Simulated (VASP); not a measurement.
# AlGa3N4 (Cmm2) in VASP: notebook

The runs below take AlGa3N4 through single point, with r2SCAN.

Everything below comes from runs of VASP 6.6.1. Logs are shortened: lines on timing, memory, paths and dates and some standing lists are left out, and cuts for length are marked.

**1. The cell of the first run**

It takes space group Cmm2 (No. 35, orthorhombic). The conventional cell has a = 6.324 Å, b = 6.324 Å, c = 4.472 Å, α = 90.00°, β = 90.00°, γ = 90.00°. Within 2.5 Å of Al (site symmetry mm2) lie 4 N at 1.89 Å. Ga (site symmetry mm2) has 4 N at 1.93 to 1.97 Å within 2.6 Å. Ga (site symmetry 2) has 4 N at 1.95 Å within 2.6 Å. N (site symmetry m) has 1 Al at 1.89 Å and 3 Ga at 1.93 to 1.95 Å within 2.5 Å. Within 2.5 Å of N (site symmetry m) lie 1 Al at 1.89 Å and 3 Ga at 1.95 to 1.97 Å.

**2. Single point, r2SCAN (atom 2 (Ga) moved +0.037 Å along Cartesian [0 0 1])**

The input, POSCAR:

```
AlGa3N4
1.0
    4.4716853600      0.0000000000      0.0000000000
    0.0000000000      4.4716853600      0.0000000000
    0.0000000000      0.0000000000      4.4716853600
Al Ga N
1 3 4
Direct
    0.0000000000      0.0000000000      0.0000000000
    0.5000000000      0.5000000000      0.0083860999
    0.5000000000      0.0000000000      0.5000000000
    0.0000000000      0.5000000000      0.5000000000
    0.7557144200      0.7557144200      0.2442855800
    0.7557144200      0.2442855800      0.7557144200
    0.2442855800      0.7557144200      0.7557144200
    0.2442855800      0.2442855800      0.2442855800
```

The input, INCAR.step1:

```
SYSTEM = AlGa3N4
PREC = Accurate
ENCUT = 520
ISMEAR = 0
SIGMA = 0.05
LREAL = .False.
LASPH = .True.
NELM = 60
NBANDS = 41
GGA = PE
ALGO = Normal
EDIFF = 1E-4
LWAVE = .True.
LCHARG = .False.
```

The input, INCAR.step2:

```
SYSTEM = AlGa3N4
PREC = Accurate
ENCUT = 520
EDIFF = 1E-7
ISMEAR = 0
SIGMA = 0.05
LREAL = .False.
LASPH = .True.
NELM = 60
ALGO = Normal
ISIF = 2
LWAVE = .False.
LCHARG = .False.
METAGGA = R2SCAN
LMIXTAU = .True.
NBANDS = 41
ISTART = 1
```

The input, KPOINTS:

```
regular mesh
0
Gamma
  6 6 6
  0 0 0
```

Potentials or basis: VASP PAW PBE potentials, release 64 (Al, Ga_d, N).

Launch:

```console
$ cat potpaw_PBE.64/Al/POTCAR potpaw_PBE.64/Ga_d/POTCAR potpaw_PBE.64/N/POTCAR > POTCAR
$ cp INCAR.step1 INCAR
$ mpirun -np 1 vasp_std > vasp.out
$ cp INCAR.step2 INCAR
$ mpirun -np 1 vasp_std > vasp.out
```

OUTCAR:

```text
SYSTEM = AlGa3N4
   PREC = Accurate
   ENCUT = 520
   EDIFF = 1E-7
   ISMEAR = 0
   LREAL = .False.
   LASPH = .True.
   NELM = 60
   ISIF = 2
   METAGGA = R2SCAN
   ISTART = 1

 ion  position               nearest neighbor table
   1  0.000  0.000  0.000-   5 1.89   6 1.89   7 1.89   8 1.89
   2  0.500  0.500  0.008-   5 1.93   8 1.93   7 1.97   6 1.97
   3  0.500  0.000  0.500-   5 1.95   6 1.95   7 1.95   8 1.95
   4  0.000  0.500  0.500-   5 1.95   6 1.95   7 1.95   8 1.95
   5  0.756  0.756  0.244-   1 1.89   2 1.93   3 1.95   4 1.95
   6  0.756  0.244  0.756-   1 1.89   3 1.95   4 1.95   2 1.97
   7  0.244  0.756  0.756-   1 1.89   3 1.95   4 1.95   2 1.97
   8  0.244  0.244  0.244-   1 1.89   2 1.93   3 1.95   4 1.95

  LATTYP: Found a simple cubic cell.
 ALAT       =     4.4716853600

  Lattice vectors:

 A1 = (   4.4716853600,   0.0000000000,   0.0000000000)
 A2 = (   0.0000000000,   4.4716853600,   0.0000000000)
 A3 = (   0.0000000000,   0.0000000000,   4.4716853600)

Analysis of symmetry for initial positions (statically):
=====================================================================
 Subroutine PRICEL returns:
 Original cell was already a primitive cell.

 Routine SETGRP: Setting up the symmetry group for a
 simple cubic supercell.

 Subroutine GETGRP returns: Found  4 space group operations
 (whereof  4 operations were pure point group operations)
 out of a pool of 48 trial point group operations.

The static configuration has the point symmetry C_2v.

Analysis of symmetry for dynamics (positions and initial velocities):
=====================================================================
 Subroutine PRICEL returns:
 Original cell was already a primitive cell.

 Routine SETGRP: Setting up the symmetry group for a
 simple cubic supercell.

 Subroutine GETGRP returns: Found  4 space group operations
 (whereof  4 operations were pure point group operations)
 out of a pool of 48 trial point group operations.

The dynamic configuration has the point symmetry C_2v.

 Subroutine INISYM returns: Found  4 space group operations
 (whereof  4 operations are pure point group operations),
 and found     1 'primitive' translations

----------------------------------------------------------------------------------------

                                     Primitive cell

  volume of cell :      89.4157

  direct lattice vectors                    reciprocal lattice vectors
     4.471685360  0.000000000  0.000000000     0.223629330  0.000000000  0.000000000
     0.000000000  4.471685360  0.000000000     0.000000000  0.223629330  0.000000000
     0.000000000  0.000000000  4.471685360     0.000000000  0.000000000  0.223629330

  length of vectors
     4.471685360  4.471685360  4.471685360     0.223629330  0.223629330  0.223629330

  position of ions in fractional coordinates (direct lattice)
     0.000000000  0.000000000  0.000000000
     0.500000000  0.500000000  0.008386100
     0.500000000  0.000000000  0.500000000
     0.000000000  0.500000000  0.500000000
     0.755714420  0.755714420  0.244285580
     0.755714420  0.244285580  0.755714420
     0.244285580  0.755714420  0.755714420
     0.244285580  0.244285580  0.244285580

  ion indices of the primitive-cell ions
   primitive index   ion index
                 1           1
                 2           2
                 3           3
                 4           4
                 5           5
                 6           6
                 7           7
                 8           8

----------------------------------------------------------------------------------------

 KPOINTS: regular mesh

Automatic generation of k-mesh.
 Grid dimensions read from file:
 generate k-points for:    6    6    6

 Generating k-lattice:

  Cartesian coordinates                     Fractional coordinates (reciprocal lattice)
     0.037271555  0.000000000  0.000000000     0.166666667  0.000000000  0.000000000
     0.000000000  0.037271555  0.000000000     0.000000000  0.166666667  0.000000000
     0.000000000  0.000000000  0.037271555     0.000000000  0.000000000  0.166666667

  Length of vectors
     0.037271555  0.037271555  0.037271555

  Shift w.r.t. Gamma in fractional coordinates (k-lattice)
     0.000000000  0.000000000  0.000000000

 Subroutine IBZKPT returns following result:
 ===========================================

 Found     52 irreducible k-points:

 Following reciprocal coordinates:
            Coordinates               Weight
  0.000000  0.000000  0.000000      1.000000
  0.166667  0.000000  0.000000      4.000000
  0.000000  0.000000  0.166667      2.000000
  0.333333  0.000000  0.000000      4.000000
  0.000000  0.000000  0.333333      2.000000
  0.500000  0.000000  0.000000      2.000000
[... 16 lines left out ...]
  0.333333  0.000000  0.500000      4.000000
  0.500000  0.500000  0.000000      1.000000
 [... further k-points ...]
   k-points           NKPTS =     52   k-points in BZ     NKDIM =     52   number of bands    NBANDS=     41
   number of dos      NEDOS =    301   number of ions     NIONS =      8
   total plane-waves  NPLWV =  46656
   dimension x,y,z NGX =    36 NGY =   36 NGZ =   36
   dimension x,y,z NGXF=    72 NGYF=   72 NGZF=   72
   ions per type =               1   3   4
   NGX,Y,Z   is equivalent  to a cutoff of  13.38, 13.38, 13.38 a.u.
   NGXF,Y,Z  is equivalent  to a cutoff of  26.77, 26.77, 26.77 a.u.
 SYSTEM =  AlGa3N4
   PREC   = accura    normal or accurate (medium, high low for compatibility)
   ISTART =      1    job   : 0-new  1-cont  2-samecut
   ICHARG =      0    charge: 1-file 2-atom 10-const
   ISPIN  =      1    spin polarized calculation?
   LNONCOLLINEAR =      F non collinear calculations
   LSORBIT =      F    spin-orbit coupling
   LASPH  =      T    aspherical Exc in radial PAW
   ENCUT  =  520.0 eV  38.22 Ry    6.18 a.u.   8.31  8.31  8.31*2*pi/ulx,y,z
   NELM   =     60;   NELMIN=  2; NELMDL=  0     # of ELM steps
   EDIFF  = 0.1E-06   stopping-criterion for ELM
   LREAL  =      F    real-space projection
   EDIFFG = 0.1E-05   stopping-criterion for IOM
   NSW    =      0    number of steps for IOM
   IBRION =     -1    ionic relax: 0-MD 1-quasi-New 2-CG
   NFREE  =      0    steps in history (QN), initial steepest desc. (CG)
   ISIF   =      2    stress and relaxation
   ISYM   =      2    0-nonsym 1-usesym 2-fastsym
   POTIM  = 0.5000    time-step for ionic-motion
   TEBEG  =    0.0;   TEEND  =   0.0 temperature during run
   PSTRESS=    0.0 pullay stress
   NELECT =      62.0000    total number of electrons
   NUPDOWN=      -1.0000    fix difference up-down
   EMIN   =  10.00;   EMAX   =-10.00  energy-range for DOS
   EFERMI =   0.00;   METHOD = LEGACY
   ISMEAR =     0;   SIGMA  =   0.05  broadening in eV -4-tet -1-fermi 0-gaus
   EFERMI_NEDOS =   21; number of points for ismear=-14 and -15
   IALGO  =     38    algorithm
   IMIX   =      4    mixing-type and parameters
     AMIX     =   0.40;   BMIX     =  1.00
     AMIX_MAG =   1.60;   BMIX_MAG =  1.00
  volume/ion in A,a.u.               =      11.18        75.43
  Fermi-wavevector in a.u.,A,eV,Ry     =   1.448997  2.738207 28.566688  2.099592
  Thomas-Fermi vector in A             =   2.566774
   LORBIT       =      0    0 simple, 1 ext, 2 COOP (PROOUT), +10 PAW based schemes
   METAGGA = R2SCAN    functional components
   LHFCALC =     F    Hartree Fock is set to
   AEXX    =    0.0000 exact exchange contribution
   IVDW    =     0    specifies the selected vdW correction
   LEPSILON=     F    determine dielectric tensor
   LRPA    =     F    only Hartree local field effects (RPA)
 non-spin polarized calculation
 Gauss-broadening in eV      SIGMA  =   0.05
  energy-cutoff  :      520.00
  volume of cell :       89.42
 maximum number of plane-waves:      2469
 NGX is ok and might be reduce to    36
   NGX = 17   NGY = 17   NGZ = 17

 number of electron      61.9999976 magnetization

 Free energy of the ion-electron system (eV)
  ---------------------------------------------------
  ext. energy  EPLUGINS =         0.00000000
  ---------------------------------------------------
  free energy    TOTEN  =       -84.85388072 eV

  energy without entropy =      -84.85388072  energy(sigma->0) =      -84.85388072

 E-fermi :   5.3937     XC(G=0): -12.3584

 val. band max:        5.1551061144   @ k =   0.0000   0.0000   0.0000
 cond. band min:       7.9241686273   @ k =   0.0000   0.0000   0.0000
 fundamental gap:      2.7690625129
 Fermi energy:         5.3936745576

 k-point     1 :       0.0000    0.0000    0.0000
  band No.  band energies     occupation
      1     -11.3213      2.00000
      2     -10.0043      2.00000
      3      -9.9392      2.00000
      4      -9.8798      2.00000
      5      -8.3676      2.00000
      6      -8.3675      2.00000
[... 33 lines left out ...]
     40      16.7333      0.00000
     41      16.7406      0.00000

 k-point     2 :       0.1667    0.0000    0.0000
  band No.  band energies     occupation
      1     -11.2105      2.00000
      2     -10.0376      2.00000
      3      -9.9412      2.00000
      4      -9.9006      2.00000
      5      -8.3699      2.00000
      6      -8.3628      2.00000
[... 33 lines left out ...]
     40      16.9515      0.00000
     41      16.9576      0.00000

 k-point     3 :       0.0000    0.0000    0.1667
  band No.  band energies     occupation
      1     -11.2110      2.00000
      2     -10.0067      2.00000
      3      -9.9901      2.00000
      4      -9.8822      2.00000
      5      -8.3700      2.00000
      6      -8.3638      2.00000
[... 33 lines left out ...]
     40      16.9369      0.00000
     41      16.9656      0.00000

 k-point     4 :       0.3333    0.0000    0.0000
  band No.  band energies     occupation
      1     -10.9118      2.00000
      2     -10.1905      2.00000
      3      -9.9446      2.00000
      4      -9.9301      2.00000
      5      -8.3483      2.00000
      6      -8.3445      2.00000
[... 825 lines left out ...]
     40      15.6083      0.00000
     41      15.8226      0.00000

 k-point    23 :       0.3333    0.0000    0.5000
  band No.  band energies     occupation
      1     -10.4435      2.00000
      2     -10.2364      2.00000
      3     -10.1182      2.00000
      4      -9.9761      2.00000
      5      -8.3530      2.00000
      6      -8.3380      2.00000
[... 33 lines left out ...]
     40      15.6051      0.00000
     41      15.8311      0.00000

 k-point    24 :       0.5000    0.5000    0.0000
  band No.  band energies     occupation
      1     -10.3364      2.00000
      2     -10.2220      2.00000
      3     -10.0845      2.00000
      4     -10.0818      2.00000
      5      -8.3449      2.00000
      6      -8.3432      2.00000
[... 33 lines left out ...]
     40      15.7378      0.00000
     41      15.7992      0.00000

 [... further k-points ...]
[... 5 lines left out ...]
  --------------------------------------------------------------------------------------
  -------------------------------------------------------------------------------------
  Total       -0.0791546     -0.0791546     -0.0929993      0.3047777      0.0000000      0.0000000
  in kB       -1.4183168     -1.4183168     -1.6663901      5.4610994      0.0000000      0.0000000
  external PRESSURE =      -1.5010079 kB  Pullay stress =       0.0000000 kB

 VOLUME and BASIS-vectors are now :
 -----------------------------------------------------------------------------
  energy-cutoff  :      520.00
  volume of cell :       89.42
      direct lattice vectors                 reciprocal lattice vectors
     4.471685360  0.000000000  0.000000000     0.223629330  0.000000000  0.000000000
     0.000000000  4.471685360  0.000000000     0.000000000  0.223629330  0.000000000
     0.000000000  0.000000000  4.471685360     0.000000000  0.000000000  0.223629330

 POSITION                                       TOTAL-FORCE (eV/Angst)
 -----------------------------------------------------------------------------------
      0.00000      0.00000      0.00000         0.000000     -0.000000     -0.123609
      2.23584      2.23584      0.03750         0.000000     -0.000000     -0.673142
      2.23584      0.00000      2.23584         0.000000     -0.000000      0.177285
      0.00000      2.23584      2.23584         0.000000     -0.000000      0.177285
      3.37932      3.37932      1.09237         0.094198      0.094198      0.110935
      3.37932      1.09237      3.37932        -0.074164      0.074164      0.110155
      1.09237      3.37932      3.37932         0.074164     -0.074164      0.110155
      1.09237      1.09237      1.09237        -0.094198     -0.094198      0.110935
 -----------------------------------------------------------------------------------
    total drift:                               -0.000000     -0.000000      0.004514

  FREE ENERGIE OF THE ION-ELECTRON SYSTEM (eV)
  ---------------------------------------------------
  free  energy   TOTEN  =       -84.8538807174 eV

  energy  without entropy=      -84.8538807174  energy(sigma->0) =      -84.85388072
```

Run time: 10 min. Hardware: 1 thread of AMD EPYC 9R45 (Zen 5), shared host; peak memory 0.29 GiB.

What came out:

```
Free energy            : -84.8539 eV
Pressure               : -0.2 GPa
Largest force          : 0.673 eV/Å
Band gap on the k mesh : 2.77 eV
```

Forces on the atoms (eV/Å):
```
Al   0.000  0.000 -0.124
Ga   0.000  0.000 -0.673
Ga   0.000  0.000  0.177
Ga   0.000  0.000  0.177
N    0.094  0.094  0.111
N   -0.074  0.074  0.110
N    0.074 -0.074  0.110
N   -0.094 -0.094  0.111
```

Caveat: the cell differs from its parent crystal (atom 2 (Ga) moved +0.037 Å along Cartesian [0 0 1]); the PAW data sets were made with another functional, which shifts forces and pressure a little.

**3. Single point, r2SCAN (atom 2 (Ga) moved +0.013 Å along Cartesian [0 0 1])**

POSCAR: that of step 2 with these lines changed.

```diff
@@ -9,3 +9,3 @@
     0.0000000000      0.0000000000      0.0000000000
-    0.5000000000      0.5000000000      0.0083860999
+    0.5000000000      0.5000000000      0.0027953666
     0.5000000000      0.0000000000      0.5000000000
```

The input, INCAR.step1:

```
SYSTEM = AlGa3N4
ALGO     = Normal         ! electronic algorithm
EDIFF    = 1E-4           ! SCF threshold, eV
ENCUT    = 520            ! plane-wave cutoff, eV
GGA      = PE             ! functional
ISMEAR   = 0              ! smearing method
LASPH    = .True.         ! aspherical terms in the spheres
LCHARG   = .False.        ! write CHGCAR
LREAL    = .False.        ! projectors in reciprocal space
LWAVE    = .True.         ! write WAVECAR
NBANDS   = 41             ! bands
NELM     = 100            ! most SCF steps
PREC     = Accurate       ! precision mode
SIGMA    = 0.05           ! smearing width, eV
```

The input, INCAR.step2:

```
SYSTEM = AlGa3N4
ALGO     = Normal         ! electronic algorithm
EDIFF    = 1E-6           ! SCF threshold, eV
ENCUT    = 520            ! plane-wave cutoff, eV
ISIF     = 2              ! what is computed and relaxed
ISMEAR   = 0              ! smearing method
ISTART   = 1            
LASPH    = .True.         ! aspherical terms in the spheres
LCHARG   = .False.        ! write CHGCAR
LMIXTAU  = .True.       
LREAL    = .False.        ! projectors in reciprocal space
LWAVE    = .False.        ! write WAVECAR
METAGGA  = R2SCAN         ! meta-GGA
NBANDS   = 41             ! bands
NELM     = 100            ! most SCF steps
PREC     = Accurate       ! precision mode
SIGMA    = 0.05           ! smearing width, eV
```

The input, KPOINTS:

```
k-points
0
Gamma
  6 6 6
  0 0 0
```

Potentials or basis: VASP PAW PBE potentials, release 64 (Al, Ga_d, N).

Launch:

```console
$ cat potpaw_PBE.64/Al/POTCAR potpaw_PBE.64/Ga_d/POTCAR potpaw_PBE.64/N/POTCAR > POTCAR
$ cp INCAR.step1 INCAR
$ mpirun -np 1 vasp_std > vasp.out
$ cp INCAR.step2 INCAR
$ mpirun -np 1 vasp_std > vasp.out
```

Run time: 8.8 min. Hardware: 1 thread of AMD EPYC 9R45 (Zen 5), shared host; peak memory 0.28 GiB.

It converged, with:

```yaml
Free_energy: -84.8654 eV
Pressure: -0.2 GPa
Largest_force: 0.237 eV/Å
Band_gap_on_the_k_mesh: 2.78 eV
```

Forces on the atoms (eV/Å):
```
Al   0.000  0.000 -0.039
Ga   0.000  0.000 -0.237
Ga   0.000  0.000  0.061
Ga   0.000  0.000  0.061
N    0.032  0.032  0.036
N   -0.023  0.023  0.042
N    0.023 -0.023  0.042
N   -0.032 -0.032  0.036
```

Stress tensor (GPa, compression positive):
```
-0.18  0.18  0.00
 0.18 -0.18  0.00
 0.00  0.00 -0.17
```

Levels at points of the mesh, in eV from the valence-band top:
```
           k point  band 28  band 29  band 30  band 31  band 32  band 33  band 34  band 35
(0.00, 0.00, 0.00)    -2.49    -0.01     0.00     0.00     2.78     3.89     3.92     3.95
(0.50, 0.00, 0.00)    -1.52    -1.52    -1.20    -1.20     5.42     5.53     6.78     6.78
(0.00, 0.00, 0.50)    -1.55    -1.50    -1.22    -1.19     5.42     5.53     6.75     6.80
(0.50, 0.50, 0.00)    -1.02    -1.00    -0.95    -0.60     7.25     7.46     7.46     7.93
(0.00, 0.50, 0.50)    -1.00    -0.98    -0.98    -0.60     7.25     7.46     7.46     7.93
(0.50, 0.50, 0.50)    -0.75    -0.70    -0.68    -0.66     5.53     5.53     5.54     6.89
```

Caveat: the cell differs from its parent crystal (atom 2 (Ga) moved +0.013 Å along Cartesian [0 0 1]); the PAW data sets were made with another functional, which shifts forces and pressure a little.
